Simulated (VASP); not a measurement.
# SiC (Moissanite 3C) (F-43m) in VASP: further runs

The runs below take SiC (Moissanite 3C) through single point, with LDA.

All numbers are computed with VASP 6.6.1; they aren't measurements. Logs are shortened: lines on timing, memory, paths and dates and some standing lists are left out, and cuts for length are marked.

## (1) The cell of the first run

It takes space group F-43m (No. 216, cubic). The conventional cell has a = 4.239 Å, b = 4.239 Å, c = 4.239 Å, α = 90.00°, β = 90.00°, γ = 90.00°. Within 2.4 Å of Si (site symmetry -43m) lie 4 C at 1.84 Å. C (site symmetry -43m) has 4 Si at 1.84 Å within 2.4 Å.

## (2) Single point, LDA

INCAR

```
SYSTEM = SiC
  ALGO = Normal
  EDIFF = 1E-6
  ENCUT = 520
  GGA = CA
  ISIF = 2
  ISMEAR = 0
  LASPH = .TRUE.
  LCHARG = .TRUE.
  LELF = .TRUE.
  LREAL = .FALSE.
  LVHAR = .TRUE.
  LWAVE = .FALSE.
  NBANDS = 11
  NELM = 60
  PREC = Accurate
  SIGMA = 0.01
```

KPOINTS

```
k-points
0
G
  8 8 8
  0 0 0
```

POSCAR

```
SiC
1.0
    0.0000000000      2.1192710523      2.1192710523
    2.1192710523      0.0000000000      2.1192710523
    2.1192710523      2.1192710523      0.0000000000
Si C
1 1
Direct
    0.0000000000      0.0000000000      0.0000000000
    0.2500000000      0.2500000000      0.2500000000
```

Potentials or basis: VASP PAW LDA potentials, release 64 (Si, C).

Run with:

```sh
$ cat potpaw_LDA.64/Si/POTCAR potpaw_LDA.64/C/POTCAR > POTCAR
$ mpirun -np 1 vasp_std > vasp.out
```

OUTCAR:

```text
SYSTEM = SiC
   EDIFF = 1E-6
   ENCUT = 520
   GGA = CA
   ISIF = 2
   ISMEAR = 0
   LASPH = .TRUE.
   LREAL = .FALSE.
   NELM = 60
   PREC = Accurate

 ion  position               nearest neighbor table
   1  0.000  0.000  0.000-   2 1.84   2 1.84   2 1.84   2 1.84
   2  0.250  0.250  0.250-   1 1.84   1 1.84   1 1.84   1 1.84

  LATTYP: Found a face centered cubic cell.
 ALAT       =     4.2385421046

  Lattice vectors:

 A1 = (   0.0000000000,   2.1192710523,   2.1192710523)
 A2 = (   2.1192710523,   0.0000000000,   2.1192710523)
 A3 = (   2.1192710523,   2.1192710523,   0.0000000000)

Analysis of symmetry for initial positions (statically):
=====================================================================
 Subroutine PRICEL returns:
 Original cell was already a primitive cell.

 Routine SETGRP: Setting up the symmetry group for a
 face centered cubic supercell.

 Subroutine GETGRP returns: Found 24 space group operations
 (whereof 24 operations were pure point group operations)
 out of a pool of 48 trial point group operations.

The static configuration has the point symmetry T_d .

Analysis of symmetry for dynamics (positions and initial velocities):
=====================================================================
 Subroutine PRICEL returns:
 Original cell was already a primitive cell.

 Routine SETGRP: Setting up the symmetry group for a
 face centered cubic supercell.

 Subroutine GETGRP returns: Found 24 space group operations
 (whereof 24 operations were pure point group operations)
 out of a pool of 48 trial point group operations.

The dynamic configuration has the point symmetry T_d .

 Subroutine INISYM returns: Found 24 space group operations
 (whereof 24 operations are pure point group operations),
 and found     1 'primitive' translations

----------------------------------------------------------------------------------------

                                     Primitive cell

  volume of cell :      19.0366

  direct lattice vectors                    reciprocal lattice vectors
     0.000000000  2.119271052  2.119271052    -0.235930180  0.235930180  0.235930180
     2.119271052  0.000000000  2.119271052     0.235930180 -0.235930180  0.235930180
     2.119271052  2.119271052  0.000000000     0.235930180  0.235930180 -0.235930180

  length of vectors
     2.997101865  2.997101865  2.997101865     0.408643058  0.408643058  0.408643058

  position of ions in fractional coordinates (direct lattice)
     0.000000000  0.000000000  0.000000000
     0.250000000  0.250000000  0.250000000

  ion indices of the primitive-cell ions
   primitive index   ion index
                 1           1
[... 79 lines left out ...]
   ISIF   =      2    stress and relaxation
   ISYM   =      2    0-nonsym 1-usesym 2-fastsym
   POTIM  = 0.5000    time-step for ionic-motion
   TEBEG  =    0.0;   TEEND  =   0.0 temperature during run
   PSTRESS=    0.0 pullay stress
   NELECT =       8.0000    total number of electrons
   NUPDOWN=      -1.0000    fix difference up-down
   EMIN   =  10.00;   EMAX   =-10.00  energy-range for DOS
   EFERMI =   0.00;   METHOD = LEGACY
   ISMEAR =     0;   SIGMA  =   0.01  broadening in eV -4-tet -1-fermi 0-gaus
   EFERMI_NEDOS =   21; number of points for ismear=-14 and -15
   IALGO  =     38    algorithm
   IMIX   =      4    mixing-type and parameters
     AMIX     =   0.40;   BMIX     =  1.00
     AMIX_MAG =   1.60;   BMIX_MAG =  1.00
  volume/ion in A,a.u.               =       9.52        64.23
  Fermi-wavevector in a.u.,A,eV,Ry     =   1.226239  2.317255 20.458552  1.503661
  Thomas-Fermi vector in A             =   2.361247
   LORBIT       =      0    0 simple, 1 ext, 2 COOP (PROOUT), +10 PAW based schemes
   GGA     = CA    functional components
   LHFCALC =     F    Hartree Fock is set to
   AEXX    =    0.0000 exact exchange contribution
   IVDW    =     0    specifies the selected vdW correction
   LEPSILON=     F    determine dielectric tensor
   LRPA    =     F    only Hartree local field effects (RPA)
 non-spin polarized calculation
 Gauss-broadening in eV      SIGMA  =   0.01
  energy-cutoff  :      520.00
  volume of cell :       19.04
 maximum number of plane-waves:       531
 NGX is ok and might be reduce to    24
   NGX = 11   NGY = 11   NGZ = 11

 number of electron       7.9999999 magnetization

 Free energy of the ion-electron system (eV)
  ---------------------------------------------------
  ext. energy  EPLUGINS =         0.00000000
  ---------------------------------------------------
  free energy    TOTEN  =       -16.57684692 eV

  energy without entropy =      -16.57684692  energy(sigma->0) =      -16.57684692

 E-fermi :   9.1027     XC(G=0): -11.9152

 val. band max:        9.0388773810   @ k =   0.0000   0.0000   0.0000
 cond. band min:      10.2669628572   @ k =   0.5000   0.5000   0.0000
 fundamental gap:      1.2280854762
 Fermi energy:         9.1026862825

 k-point     1 :       0.0000    0.0000    0.0000
  band No.  band energies     occupation
      1      -6.9436      2.00000
      2       9.0389      2.00000
      3       9.0389      2.00000
      4       9.0389      2.00000
      5      16.3224      0.00000
      6      16.8264      0.00000
      7      16.8264      0.00000
      8      16.8264      0.00000
      9      23.9928      0.00000
     10      23.9928      0.00000
     11      26.5364      0.00000
[... 309 lines left out ...]
 k-point    24 :      -0.3750    0.2500    0.1250
  band No.  band energies     occupation
      1      -2.3013      2.00000
      2       0.8040      2.00000
      3       5.2030      2.00000
      4       6.6520      2.00000
      5      14.3709      0.00000
      6      16.8241      0.00000
      7      19.7440      0.00000
      8      20.6689      0.00000
      9      23.1453      0.00000
     10      25.8857      0.00000
     11      29.2080      0.00000

 [... further k-points ...]
[... 5 lines left out ...]
  --------------------------------------------------------------------------------------
  -------------------------------------------------------------------------------------
  Total        2.0056987      2.0056987      2.0056987      0.0000000      0.0000000      0.0000000
  in kB      168.8055697    168.8055697    168.8055697      0.0000000      0.0000000      0.0000000
  external PRESSURE =     168.8055697 kB  Pullay stress =       0.0000000 kB

 VOLUME and BASIS-vectors are now :
 -----------------------------------------------------------------------------
  energy-cutoff  :      520.00
  volume of cell :       19.04
      direct lattice vectors                 reciprocal lattice vectors
     0.000000000  2.119271052  2.119271052    -0.235930180  0.235930180  0.235930180
     2.119271052  0.000000000  2.119271052     0.235930180 -0.235930180  0.235930180
     2.119271052  2.119271052  0.000000000     0.235930180  0.235930180 -0.235930180

 POSITION                                       TOTAL-FORCE (eV/Angst)
 -----------------------------------------------------------------------------------
      0.00000      0.00000      0.00000        -0.000000     -0.000000     -0.000000
      1.05964      1.05964      1.05964         0.000000      0.000000      0.000000
 -----------------------------------------------------------------------------------
    total drift:                                0.000000      0.000000      0.000000

  FREE ENERGIE OF THE ION-ELECTRON SYSTEM (eV)
  ---------------------------------------------------
  free  energy   TOTEN  =       -16.5768469242 eV

  energy  without entropy=      -16.5768469242  energy(sigma->0) =      -16.57684692
```

OSZICAR:

```text
N       E                     dE             d eps       ncg     rms          rms(c)
DAV:   1     0.268898837892E+01    0.26890E+01   -0.39877E+03   654   0.610E+02
DAV:   2    -0.182648167599E+02   -0.20954E+02   -0.20193E+02   811   0.115E+02
DAV:   3    -0.188786159224E+02   -0.61380E+00   -0.61277E+00   767   0.162E+01
DAV:   4    -0.188809272250E+02   -0.23113E-02   -0.23112E-02   747   0.129E+00
DAV:   5    -0.188809377239E+02   -0.10499E-04   -0.10499E-04   773   0.780E-02    0.100E+01
DAV:   6    -0.166952838675E+02    0.21857E+01   -0.74169E+00   710   0.125E+01    0.449E+00
DAV:   7    -0.165979142652E+02    0.97370E-01   -0.49421E-01   760   0.400E+00    0.196E+00
DAV:   8    -0.165772185770E+02    0.20696E-01   -0.28044E-02   737   0.102E+00    0.186E-01
DAV:   9    -0.165768365129E+02    0.38206E-03   -0.18439E-03   765   0.240E-01    0.101E-01
DAV:  10    -0.165768465209E+02   -0.10008E-04   -0.10727E-04   731   0.651E-02    0.349E-02
DAV:  11    -0.165768469242E+02   -0.40331E-06   -0.17679E-06   769   0.895E-03
   1 F= -.16576847E+02 E0= -.16576847E+02  d E =-.686163E-22
```

stdout:

```text
POSCAR found type information on POSCAR SiC
 POSCAR found :  2 types and       2 ions
 scaLAPACK will be used
 LDA part: xc-table for (Slater(with rela. corr.)+CA(PZ))
 , standard interpolation
 POSCAR, INCAR and KPOINTS ok, starting setup
 FFT: planning ... GRIDC
 FFT: planning ... GRID_SOFT
 FFT: planning ... GRID
 WAVECAR not read
 entering main loop
```

Wall time 3.3 s (1 thread of Intel Xeon Platinum 8488C (Sapphire Rapids), shared host); peak memory 0.12 GiB.

Results:

```yaml
Free_energy: -16.5768 eV
Pressure: 16.9 GPa
Band_gap_on_the_k_mesh: 1.23 eV, indirect (least direct gap 4.58 eV)
```

A k mesh can miss the band edges.

## (3) Single point, LDA

This run uses another cell than the first one, of 9.93 Å³/atom, 1.043 times its volume.

INCAR

```
PREC = Accurate
ENCUT = 520
EDIFF = 1E-6
ISMEAR = 0
SIGMA = 0.01
LREAL = False
LASPH = True
NELM = 80
ALGO = Normal
ISIF = 2
LWAVE = False
LCHARG = False
NBANDS = 11
```

KPOINTS

```
Automatic mesh
0
Gamma
  8 8 8
```

POSCAR

```
SiC
1.0
    0.0000000000      2.1495504440      2.1495504440
    2.1495504440      0.0000000000      2.1495504440
    2.1495504440      2.1495504440      0.0000000000
Si C
1 1
Direct
    0.0000000000      0.0000000000      0.0000000000
    0.2500000000      0.2500000000      0.2500000000
```

Potentials or basis: VASP PAW LDA potentials, release 64 (Si, C).

Run with:

```sh
$ cat potpaw_LDA.64/Si/POTCAR potpaw_LDA.64/C/POTCAR > POTCAR
$ mpirun -np 1 vasp_std > vasp.out
```

Wall time 3 s (1 thread of Intel Xeon Platinum 8488C (Sapphire Rapids), shared host); peak memory 0.12 GiB.

The run converged. Its results:

| Item | Value |
| --- | --- |
| Free energy | -16.6338 eV |
| Pressure | 5.4 GPa |
| Band gap on the k mesh | 1.27 eV, indirect (least direct gap 4.54 eV) |

Levels at points of the mesh, in eV from the valence-band top:
| k point | band 2 | band 3 | band 4 | band 5 | band 6 | band 7 |
| --- | --- | --- | --- | --- | --- | --- |
| (0.00, 0.00, 0.00) | 0.00 | 0.00 | 0.00 | 6.77 | 7.48 | 7.48 |
| (0.50, 0.00, 0.00) | -8.78 | -1.06 | -1.06 | 5.76 | 7.29 | 7.29 |
| (0.50, 0.50, 0.00) | -7.94 | -3.27 | -3.27 | 1.27 | 4.33 | 14.30 |

A k mesh can miss the band edges.

## (4) Single point, LDA

This run uses another cell than the first one, of 10.35 Å³/atom, 1.087 times its volume.

INCAR

```
SYSTEM = SiC
  PREC = Accurate
  ENCUT = 520
  EDIFF = 1E-7
  ISMEAR = 0
  SIGMA = 0.01
  LREAL = .FALSE.
  LASPH = .TRUE.
  NELM = 100
  ALGO = Normal
  ISIF = 2
  LWAVE = .FALSE.
  LCHARG = .FALSE.
  NBANDS = 11
```

KPOINTS

```
regular mesh
0
G
  8 8 8
  0 0 0
```

POSCAR

```
SiC
1.0
    0.0000000000      2.1790000000      2.1790000000
    2.1790000000      0.0000000000      2.1790000000
    2.1790000000      2.1790000000      0.0000000000
Si C
1 1
Direct
    0.0000000000      0.0000000000      0.0000000000
    0.2500000000      0.2500000000      0.2500000000
```

Run with:

```sh
$ cat potpaw_LDA.64/Si/POTCAR potpaw_LDA.64/C/POTCAR > POTCAR
$ mpirun -np 1 vasp_std > vasp.out
```

Run time: 3.4 s. Hardware: 1 thread of Intel Xeon Platinum 8488C (Sapphire Rapids), shared host; peak memory 0.12 GiB.

The run converged. Its results:

```
Free energy            : -16.6368 eV
Pressure               : -4.0 GPa
Band gap on the k mesh : 1.30 eV, indirect (least direct gap 4.50 eV)
```

Levels at points of the mesh, in eV from the valence-band top:
```csv
k point,band 1,band 2,band 3,band 4,band 5,band 6,band 7,band 8
"(0.00, 0.00, 0.00)",-15.32,0.00,0.00,0.00,6.29,7.19,7.19,7.19
"(0.50, 0.00, 0.00)",-11.70,-8.56,-1.05,-1.05,5.39,7.13,7.13,9.92
"(0.50, 0.50, 0.00)",-10.21,-7.81,-3.19,-3.19,1.30,4.19,13.83,13.83
```

A k mesh can miss the band edges. Expect the measured gap to be larger: semilocal functionals such as LDA lack the derivative discontinuity.

## (5) Single point, LDA

This run uses another cell than the first one, of 10.76 Å³/atom, 1.130 times its volume.

INCAR

```
SYSTEM = SiC
PREC     = Accurate       ! precision mode
ENCUT    = 520            ! plane-wave cutoff, eV
EDIFF    = 1E-6           ! SCF threshold, eV
ISMEAR   = 0              ! smearing method
SIGMA    = 0.01           ! smearing width, eV
LREAL    = .False.        ! projectors in reciprocal space
LASPH    = .True.         ! aspherical terms in the spheres
NELM     = 80             ! most SCF steps
ALGO     = Normal         ! electronic algorithm
ISIF     = 2              ! what is computed and relaxed
LWAVE    = .False.        ! write WAVECAR
LCHARG   = .True.         ! write CHGCAR
GGA      = CA             ! functional
LELF     = .True.         ! ELF
LVHAR    = .True.       
NBANDS   = 11             ! bands
```

KPOINTS

```
regular mesh
0
Gamma
  8 8 8
  0 0 0
```

POSCAR

```
SiC
1.0
    0.0000000000      2.2076743409      2.2076743409
    2.2076743409      0.0000000000      2.2076743409
    2.2076743409      2.2076743409      0.0000000000
Si C
1 1
Direct
    0.0000000000      0.0000000000      0.0000000000
    0.2500000000      0.2500000000      0.2500000000
```

Potentials or basis: VASP PAW LDA potentials, release 64 (Si, C).

Run with:

```sh
$ cat potpaw_LDA.64/Si/POTCAR potpaw_LDA.64/C/POTCAR > POTCAR
$ mpirun -np 1 vasp_std > vasp.out
```

OUTCAR:

```text
SYSTEM = SiC
   PREC = Accurate
   ENCUT = 520
   EDIFF = 1E-6
   ISMEAR = 0
   LREAL = .False.
   LASPH = .True.
   NELM = 80
   ISIF = 2
   GGA = CA

 ion  position               nearest neighbor table
   1  0.000  0.000  0.000-   2 1.91   2 1.91   2 1.91   2 1.91
   2  0.250  0.250  0.250-   1 1.91   1 1.91   1 1.91   1 1.91

  LATTYP: Found a face centered cubic cell.
 ALAT       =     4.4153486818

  Lattice vectors:

 A1 = (   0.0000000000,   2.2076743409,   2.2076743409)
 A2 = (   2.2076743409,   0.0000000000,   2.2076743409)
 A3 = (   2.2076743409,   2.2076743409,   0.0000000000)
[... 512 lines left out ...]
      7      17.3209      0.00000
      8      18.1579      0.00000
      9      20.5059      0.00000
     10      23.3531      0.00000
     11      26.2871      0.00000

 [... further k-points ...]
[... 5 lines left out ...]
  --------------------------------------------------------------------------------------
  -------------------------------------------------------------------------------------
  Total       -1.5763827     -1.5763827     -1.5763827      0.0000000      0.0000000      0.0000000
  in kB     -117.3646243   -117.3646243   -117.3646243      0.0000000      0.0000000      0.0000000
  external PRESSURE =    -117.3646243 kB  Pullay stress =       0.0000000 kB

 VOLUME and BASIS-vectors are now :
 -----------------------------------------------------------------------------
  energy-cutoff  :      520.00
  volume of cell :       21.52
      direct lattice vectors                 reciprocal lattice vectors
     0.000000000  2.207674341  2.207674341    -0.226482679  0.226482679  0.226482679
     2.207674341  0.000000000  2.207674341     0.226482679 -0.226482679  0.226482679
     2.207674341  2.207674341  0.000000000     0.226482679  0.226482679 -0.226482679

 POSITION                                       TOTAL-FORCE (eV/Angst)
 -----------------------------------------------------------------------------------
      0.00000      0.00000      0.00000         0.000000      0.000000      0.000000
      1.10384      1.10384      1.10384        -0.000000     -0.000000     -0.000000
 -----------------------------------------------------------------------------------
    total drift:                                0.000000      0.000000      0.000000

  FREE ENERGIE OF THE ION-ELECTRON SYSTEM (eV)
  ---------------------------------------------------
  free  energy   TOTEN  =       -16.5957685441 eV

  energy  without entropy=      -16.5957685441  energy(sigma->0) =      -16.59576854
```

OSZICAR:

```text
N       E                     dE             d eps       ncg     rms          rms(c)
DAV:   1     0.258060028288E+01    0.25806E+01   -0.38877E+03   646   0.605E+02
DAV:   2    -0.178374757982E+02   -0.20418E+02   -0.19768E+02   830   0.110E+02
DAV:   3    -0.185117650919E+02   -0.67429E+00   -0.67297E+00   793   0.167E+01
DAV:   4    -0.185148139353E+02   -0.30488E-02   -0.30487E-02   754   0.141E+00
DAV:   5    -0.185148289882E+02   -0.15053E-04   -0.15053E-04   776   0.936E-02    0.865E+00
DAV:   6    -0.166741490434E+02    0.18407E+01   -0.71324E+00   716   0.116E+01    0.377E+00
DAV:   7    -0.166167125864E+02    0.57436E-01   -0.33087E-01   761   0.338E+00    0.172E+00
DAV:   8    -0.165961899222E+02    0.20523E-01   -0.25133E-02   740   0.952E-01    0.178E-01
DAV:   9    -0.165957514001E+02    0.43852E-03   -0.20552E-03   782   0.241E-01    0.960E-02
DAV:  10    -0.165957686383E+02   -0.17238E-04   -0.14237E-04   713   0.728E-02    0.313E-02
DAV:  11    -0.165957685441E+02    0.94202E-07   -0.69676E-06   776   0.147E-02
   1 F= -.16595769E+02 E0= -.16595769E+02  d E =-.126877E-53
```

stdout:

```text
POSCAR found type information on POSCAR SiC
 POSCAR found :  2 types and       2 ions
 scaLAPACK will be used
 LDA part: xc-table for (Slater(with rela. corr.)+CA(PZ))
 , standard interpolation
 POSCAR, INCAR and KPOINTS ok, starting setup
 FFT: planning ... GRIDC
 FFT: planning ... GRID_SOFT
 FFT: planning ... GRID
 WAVECAR not read
 entering main loop
```

Wall time 3.2 s (1 thread of Intel Xeon Platinum 8488C (Sapphire Rapids), shared host); peak memory 0.12 GiB.

Results:

```yaml
Free_energy: -16.5958 eV
Pressure: -11.7 GPa
Band_gap_on_the_k_mesh: 1.34 eV, indirect (least direct gap 4.45 eV)
```

A k mesh can miss the band edges. A hybrid or GW would open this gap; LDA tends to underestimate it.

## (6) Single point, LDA

This run uses another cell than the first one, of 11.17 Å³/atom, 1.174 times its volume.

INCAR

```
PREC = Accurate
ENCUT = 520
EDIFF = 1E-6
ISMEAR = 0
SIGMA = 0.01
LREAL = False
LASPH = True
NELM = 80
ALGO = Normal
ISIF = 2
LWAVE = False
LCHARG = False
GGA = CA
NBANDS = 11
```

KPOINTS

```
regular mesh
0
Gamma
  8 8 8
```

POSCAR

```
SiC
1.0
    0.0000000000      2.2356225527      2.2356225527
    2.2356225527      0.0000000000      2.2356225527
    2.2356225527      2.2356225527      0.0000000000
Si C
1 1
Direct
    0.0000000000      0.0000000000      0.0000000000
    0.2500000000      0.2500000000      0.2500000000
```

Potentials or basis: VASP PAW LDA potentials, release 64 (Si, C).

Run with:

```sh
$ cat potpaw_LDA.64/Si/POTCAR potpaw_LDA.64/C/POTCAR > POTCAR
$ mpirun -np 1 vasp_std > vasp.out
```

It took 3 s on 1 thread of Intel Xeon Platinum 8488C (Sapphire Rapids), shared host; peak memory 0.12 GiB.

Results (log left out):

* Free energy: -16.5185 eV
* Pressure: -18.1 GPa
* Band gap on the k mesh: 1.36 eV, indirect (least direct gap 4.41 eV)

Levels at points of the mesh, in eV from the valence-band top:
| k point | band 1 | band 2 | band 3 | band 4 | band 5 | band 6 | band 7 | band 8 | band 9 |
| --- | --- | --- | --- | --- | --- | --- | --- | --- | --- |
| (0.00, 0.00, 0.00) | -14.73 | 0.00 | 0.00 | 0.00 | 5.39 | 6.69 | 6.69 | 6.69 | 14.02 |
| (0.50, 0.00, 0.00) | -11.39 | -8.15 | -1.03 | -1.03 | 4.71 | 6.82 | 6.82 | 9.48 | 15.04 |
| (0.50, 0.50, 0.00) | -9.98 | -7.58 | -3.04 | -3.04 | 1.36 | 3.93 | 12.96 | 12.96 | 13.57 |

## (7) Overview

```csv
cell,gap on the mesh (eV),pressure (GPa)
"a = 2.997 Å, angles 60.0°, 2 atoms",1.23,16.9
"a = 3.040 Å, angles 60.0°, 2 atoms",1.27,5.4
"a = 3.082 Å, angles 60.0°, 2 atoms",1.30,-4.0
"a = 3.122 Å, angles 60.0°, 2 atoms",1.34,-11.7
"a = 3.162 Å, angles 60.0°, 2 atoms",1.36,-18.1
```

Alike in all rows: task single point; level LDA; potentials or basis VASP PAW LDA potentials, release 64 (Si, C); no spin polarisation; k mesh 8 × 8 × 8; cutoff (eV) 520; smearing gaussian 0.01 eV.

Total energies depend on the potentials used, so only differences within one code and one set of settings carry meaning.
